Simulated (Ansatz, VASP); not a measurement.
**TiC: VASP beside Ansatz**

```
Ti C
1.0
     0.00000    2.17217    2.17217
     2.17217    0.00000    2.17217
     2.17217    2.17217    0.00000
Ti C
1 1
Direct
  0.00000 0.00000 0.00000
  0.50000 0.50000 0.50000
```

Alike in both runs: task single point; functional LDA; k mesh 16 × 16 × 16; occupations gaussian, width 0.1 eV; no spin polarisation.

|  | VASP | Ansatz |
| --- | --- | --- |
| version | VASP 6.6.1 | Ansatz 0.2.0 |
| potentials or method | VASP PAW LDA potentials, release 64 (Ti_sv, C), cutoff 600 eV | scalar-relativistic, plane waves, PAW |
| valence electrons in the cell | 16 | 16 |

Ansatz gave:

* gap on the k mesh at the Fermi level (eV): none
* pressure (GPa): -14.6

**Question.** What did VASP give for the same quantities?

**Answer.** gap on the k mesh at the Fermi level (eV): none; pressure (GPa): -14.2.

Ansatz warns that its potentials were made for another functional, while VASP's fit it. LDA's correlation is that of Perdew and Zunger in VASP and of Perdew and Wang (1992) in Ansatz. A gap of «none» marks a metal or a gap that the smearing closes.
